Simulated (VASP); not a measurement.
# BP (F-43m) in VASP: a series of runs, part 2 of 2

VASP 6.6.1. The steps go on from the part before.

## Step 4: Single point, PBEsol+D3(BJ)

This run uses another cell than the first one, of 11.31 Å³/atom.

INCAR

```
SYSTEM = BP
ALGO = Normal ; EDIFF = 1E-7
ENCUT = 520 ; GGA = PS
ISIF = 2 ; ISMEAR = -1
IVDW = 12 ; LASPH = .True.
LCHARG = .True. ; LELF = .True.
LREAL = .False. ; LVHAR = .True.
LWAVE = .False. ; NBANDS = 11
NELM = 100 ; PREC = Accurate
SIGMA = 0.05
```

KPOINTS

```
k-points
0
Gamma
  10 10 10
  0 0 0
```

POSCAR

```
BP
1.0
    0.0000000000      2.2444128671      2.2444128671
    2.2444128671      0.0000000000      2.2444128671
    2.2444128671      2.2444128671      0.0000000000
P B
1 1
Direct
    0.7500000000      0.7500000000      0.7500000000
    0.0000000000      0.0000000000      0.0000000000
```

Potentials or basis: VASP PAW PBE potentials, release 64 (P, B).

Command:

```
$ cat potpaw_PBE.64/P/POTCAR potpaw_PBE.64/B/POTCAR > POTCAR
$ mpirun -np 1 vasp_std > vasp.out
```

OUTCAR:

```text
SYSTEM = BP
   EDIFF = 1E-7
   ENCUT = 520
   GGA = PS
   ISIF = 2
   ISMEAR = -1
   IVDW = 12
   LASPH = .True.
   LREAL = .False.
   NELM = 100
   PREC = Accurate
 IVDW          = 12

 ion  position               nearest neighbor table
   1  0.750  0.750  0.750-   2 1.94   2 1.94   2 1.94   2 1.94
   2  0.000  0.000  0.000-   1 1.94   1 1.94   1 1.94   1 1.94

  LATTYP: Found a face centered cubic cell.
 ALAT       =     4.4888257342

  Lattice vectors:

 A1 = (   0.0000000000,   2.2444128671,   2.2444128671)
 A2 = (   2.2444128671,   0.0000000000,   2.2444128671)
 A3 = (   2.2444128671,   2.2444128671,   0.0000000000)

Analysis of symmetry for initial positions (statically):
=====================================================================
 Subroutine PRICEL returns:
 Original cell was already a primitive cell.

 Routine SETGRP: Setting up the symmetry group for a
 face centered cubic supercell.

 Subroutine GETGRP returns: Found 24 space group operations
 (whereof 24 operations were pure point group operations)
 out of a pool of 48 trial point group operations.

The static configuration has the point symmetry T_d .

Analysis of symmetry for dynamics (positions and initial velocities):
=====================================================================
 Subroutine PRICEL returns:
 Original cell was already a primitive cell.

 Routine SETGRP: Setting up the symmetry group for a
 face centered cubic supercell.

 Subroutine GETGRP returns: Found 24 space group operations
 (whereof 24 operations were pure point group operations)
 out of a pool of 48 trial point group operations.

The dynamic configuration has the point symmetry T_d .

 Subroutine INISYM returns: Found 24 space group operations
 (whereof 24 operations are pure point group operations),
 and found     1 'primitive' translations

----------------------------------------------------------------------------------------
[... 118 lines left out ...]
   GGA     = PS    functional components
   LHFCALC =     F    Hartree Fock is set to
   AEXX    =    0.0000 exact exchange contribution
   IVDW    =    12    specifies the selected vdW correction
   LEPSILON=     F    determine dielectric tensor
   LRPA    =     F    only Hartree local field effects (RPA)
 non-spin polarized calculation
  energy-cutoff  :      520.00
  volume of cell :       22.61
 maximum number of plane-waves:       620
   NGX = 11   NGY = 11   NGZ = 11

 number of electron       8.0000001 magnetization

 Free energy of the ion-electron system (eV)
  ---------------------------------------------------
  ext. energy  EPLUGINS =         0.00000000
  ---------------------------------------------------
  free energy    TOTEN  =       -13.66768540 eV

  energy without entropy =      -13.66768519  energy(sigma->0) =      -13.66768529

 E-fermi :   8.3208     XC(G=0): -11.1839

 val. band max:        7.7961322813   @ k =   0.0000   0.0000   0.0000
 cond. band min:       8.8844518661   @ k =   0.4000   0.4000   0.0000
 fundamental gap:      1.0883195847
 Fermi energy:         8.3208477968

 k-point     1 :       0.0000    0.0000    0.0000
  band No.  band energies     occupation
      1      -7.9967      2.00000
      2       7.7961      1.99994
      3       7.7961      1.99994
      4       7.7961      1.99994
      5      11.2033      0.00000
      6      11.2033      0.00000
      7      11.2033      0.00000
      8      15.6384      0.00000
      9      19.2671      0.00000
     10      20.0148      0.00000
     11      20.0148      0.00000
[... 309 lines left out ...]
 k-point    24 :       0.4000    0.3000    0.0000
  band No.  band energies     occupation
      1      -4.9594      2.00000
      2       1.5607      2.00000
      3       3.5844      2.00000
      4       4.1497      2.00000
      5       9.4836      0.00000
      6      11.2834      0.00000
      7      17.4609      0.00000
      8      17.4880      0.00000
      9      22.1135      0.00000
     10      23.2485      0.00000
     11      25.1943      0.00000

 [... further k-points ...]

------------------------ aborting loop because EDIFF is reached ----------------------------------------

 Edisp (eV)   -0.51812

 E8    (eV) :    -0.2989

  FORCE on cell =-STRESS in cart. coord.  units (eV):
  Direction    XX          YY          ZZ          XY          YZ          ZX
  --------------------------------------------------------------------------------------
  -------------------------------------------------------------------------------------
  Total       0.00950     0.00950     0.00950    -0.00000    -0.00000     0.00000
  in kB       0.67344     0.67344     0.67344    -0.00000    -0.00000     0.00000
  external pressure =        0.67 kB  Pullay stress =        0.00 kB

 VOLUME and BASIS-vectors are now :
 -----------------------------------------------------------------------------
  energy-cutoff  :      520.00
  volume of cell :       22.61
      direct lattice vectors                 reciprocal lattice vectors
     0.000000000  2.244412867  2.244412867    -0.222775411  0.222775411  0.222775411
     2.244412867  0.000000000  2.244412867     0.222775411 -0.222775411  0.222775411
     2.244412867  2.244412867  0.000000000     0.222775411  0.222775411 -0.222775411

 POSITION                                       TOTAL-FORCE (eV/Angst)
 -----------------------------------------------------------------------------------
      3.36662      3.36662      3.36662        -0.000000     -0.000000     -0.000000
      0.00000      0.00000      0.00000         0.000000      0.000000      0.000000
 -----------------------------------------------------------------------------------
    total drift:                               -0.000000     -0.000000     -0.000000

  FREE ENERGIE OF THE ION-ELECTRON SYSTEM (eV)
  ---------------------------------------------------
  free  energy   TOTEN  =       -14.1858088773 eV

  energy  without entropy=      -14.1858086708  energy(sigma->0) =      -14.18580877
```

OSZICAR:

```text
N       E                     dE             d eps       ncg     rms          rms(c)
DAV:   1     0.805600329629E+01    0.80560E+01   -0.39862E+03  1042   0.660E+02
DAV:   2    -0.138603262491E+02   -0.21916E+02   -0.21074E+02  1376   0.110E+02
DAV:   3    -0.144446326440E+02   -0.58431E+00   -0.58289E+00  1320   0.156E+01
DAV:   4    -0.144467876483E+02   -0.21550E-02   -0.21547E-02  1179   0.108E+00
DAV:   5    -0.144467983770E+02   -0.10729E-04   -0.10729E-04  1289   0.758E-02    0.736E+00
DAV:   6    -0.137866206013E+02    0.66018E+00   -0.13832E+00  1169   0.509E+00    0.393E+00
DAV:   7    -0.136771469210E+02    0.10947E+00   -0.27129E-01  1274   0.256E+00    0.126E+00
DAV:   8    -0.136674892287E+02    0.96577E-02   -0.26726E-02  1214   0.929E-01    0.176E-01
DAV:   9    -0.136676245507E+02   -0.13532E-03   -0.70142E-04  1187   0.183E-01    0.109E-01
DAV:  10    -0.136676812335E+02   -0.56683E-04   -0.10501E-04  1157   0.627E-02    0.217E-02
DAV:  11    -0.136676851323E+02   -0.38987E-05   -0.63258E-06  1305   0.147E-02    0.276E-02
DAV:  12    -0.136676854298E+02   -0.29750E-06   -0.21178E-06  1203   0.655E-03    0.115E-02
DAV:  13    -0.136676853959E+02    0.33805E-07   -0.52791E-08   679   0.162E-03
   1 F= -.14185809E+02 E0= -.14185809E+02  d E =-.206480E-06
```

stdout:

```text
POSCAR found type information on POSCAR P B
 POSCAR found :  2 types and       2 ions
 scaLAPACK will be used
 -----------------------------------------------------------------------------
|                                                                             |
|                                                                             |
|     You enforced a specific xc type in the INCAR file but a different       |
|     I HOPE YOU KNOW WHAT YOU ARE DOING!                                     |
|                                                                             |
 -----------------------------------------------------------------------------

 LDA part: xc-table for (Slater+PW92), standard interpolation
 POSCAR, INCAR and KPOINTS ok, starting setup
 FFT: planning ... GRIDC
 FFT: planning ... GRID_SOFT
 FFT: planning ... GRID
 WAVECAR not read
 entering main loop
```

Run time: 12 s. Hardware: 1 thread of AMD EPYC 7R43 (Zen 3), shared host; peak memory 0.12 GiB.

Results:

- Free energy: -14.1858 eV
- Pressure: 0.1 GPa
- Band gap on the k mesh: 1.09 eV (least direct gap 3.41 eV)
- Dispersion energy per atom: -0.259 eV

Caveat: the PAW data sets were made with another functional, which shifts forces and pressure a little.

## Step 5: Single point, RPBE

INCAR

```
SYSTEM = BP
PREC = Accurate
ENCUT = 520
EDIFF = 1E-6
ISMEAR = -1
SIGMA = 0.05
LREAL = .FALSE.
LASPH = .TRUE.
NELM = 100
ALGO = Normal
ISIF = 2
LWAVE = .FALSE.
LCHARG = .FALSE.
GGA = RP
NBANDS = 11
```

KPOINTS

```
Automatic mesh
0
G
  10 10 10
  0 0 0
```

POSCAR

```
BP
1.0
    0.0000000000      2.2226808807      2.2226808807
    2.2226808807      0.0000000000      2.2226808807
    2.2226808807      2.2226808807      0.0000000000
P B
1 1
Direct
    0.7500000000      0.7500000000      0.7500000000
    0.0000000000      0.0000000000      0.0000000000
```

Potentials or basis: VASP PAW PBE potentials, release 64 (P, B).

Command:

```
$ cat potpaw_PBE.64/P/POTCAR potpaw_PBE.64/B/POTCAR > POTCAR
$ mpirun -np 1 vasp_std > vasp.out
```

OUTCAR:

```text
SYSTEM = BP
   PREC = Accurate
   ENCUT = 520
   EDIFF = 1E-6
   ISMEAR = -1
   LREAL = .FALSE.
   LASPH = .TRUE.
   NELM = 100
   ISIF = 2
   GGA = RP

 ion  position               nearest neighbor table
   1  0.750  0.750  0.750-   2 1.92   2 1.92   2 1.92   2 1.92
   2  0.000  0.000  0.000-   1 1.92   1 1.92   1 1.92   1 1.92

  LATTYP: Found a face centered cubic cell.
 ALAT       =     4.4453617614

  Lattice vectors:

 A1 = (   0.0000000000,   2.2226808807,   2.2226808807)
[... 512 lines left out ...]
      6      11.8880      0.00000
      7      18.1641      0.00000
      8      18.2309      0.00000
      9      23.1011      0.00000
     10      23.8109      0.00000
     11      26.3456      0.00000

 [... further k-points ...]
[... 5 lines left out ...]
  --------------------------------------------------------------------------------------
  -------------------------------------------------------------------------------------
  Total        2.0847187      2.0847187      2.0847187      0.0000000      0.0000000     -0.0000000
  in kB      152.0886189    152.0886189    152.0886189      0.0000000      0.0000000     -0.0000000
  external PRESSURE =     152.0886189 kB  Pullay stress =       0.0000000 kB

 VOLUME and BASIS-vectors are now :
 -----------------------------------------------------------------------------
  energy-cutoff  :      520.00
  volume of cell :       21.96
      direct lattice vectors                 reciprocal lattice vectors
     0.000000000  2.222680881  2.222680881    -0.224953570  0.224953570  0.224953570
     2.222680881  0.000000000  2.222680881     0.224953570 -0.224953570  0.224953570
     2.222680881  2.222680881  0.000000000     0.224953570  0.224953570 -0.224953570

 POSITION                                       TOTAL-FORCE (eV/Angst)
 -----------------------------------------------------------------------------------
      3.33402      3.33402      3.33402        -0.000000     -0.000000     -0.000000
      0.00000      0.00000      0.00000         0.000000      0.000000      0.000000
 -----------------------------------------------------------------------------------
    total drift:                               -0.000000     -0.000000     -0.000000

  FREE ENERGIE OF THE ION-ELECTRON SYSTEM (eV)
  ---------------------------------------------------
  free  energy   TOTEN  =       -12.1891782446 eV

  energy  without entropy=      -12.1891781290  energy(sigma->0) =      -12.18917819
```

Wall time 12 s (1 thread of AMD EPYC 7R43 (Zen 3), shared host); peak memory 0.1 GiB.

What came out:

```yaml
Free_energy: -12.1892 eV
Pressure: 15.2 GPa
Band_gap_on_the_k_mesh: 1.16 eV (least direct gap 3.49 eV)
```

Levels at points of the mesh, in eV from the valence-band top:
| k point | band 1 | band 2 | band 3 | band 4 | band 5 | band 6 | band 7 | band 8 | band 9 |
| --- | --- | --- | --- | --- | --- | --- | --- | --- | --- |
| (0.00, 0.00, 0.00) | -16.04 | 0.00 | 0.00 | 0.00 | 3.49 | 3.49 | 3.49 | 8.37 | 12.09 |
| (0.50, 0.00, 0.00) | -12.48 | -9.50 | -1.83 | -1.83 | 4.16 | 4.74 | 4.74 | 10.43 | 15.00 |
| (0.50, 0.50, 0.00) | -10.84 | -8.94 | -4.34 | -4.34 | 1.20 | 1.64 | 12.75 | 12.75 | 16.15 |

Caveat: the cell stands under pressure; the PAW data sets were made with another functional, which shifts forces and pressure a little. A k mesh can miss the band edges.

## Step 6: Summary

```csv
level,cell,gap on the mesh (eV),pressure (GPa)
PBE+D3(BJ),"a = 3.143 Å, angles 60.0°, 2 atoms",1.15,7.4
PBE+D3(BJ),"a = 3.165 Å, angles 60.0°, 2 atoms",1.18,3.4
PBEsol+D3(BJ),"a = 3.174 Å, angles 60.0°, 2 atoms",1.09,0.1
RPBE,"a = 3.143 Å, angles 60.0°, 2 atoms",1.16,15.2
```

Alike in all rows: task single point; potentials or basis VASP PAW PBE potentials, release 64 (P, B); no spin polarisation; k mesh 10 × 10 × 10; cutoff (eV) 520; smearing fermi-dirac 0.05 eV.

Caveats: the cell stands under pressure (at least some runs); the PAW data sets were made with another functional, which shifts forces and pressure a little (at least some runs).

Total energies depend on the potentials used, so only differences within one code and one set of settings carry meaning.
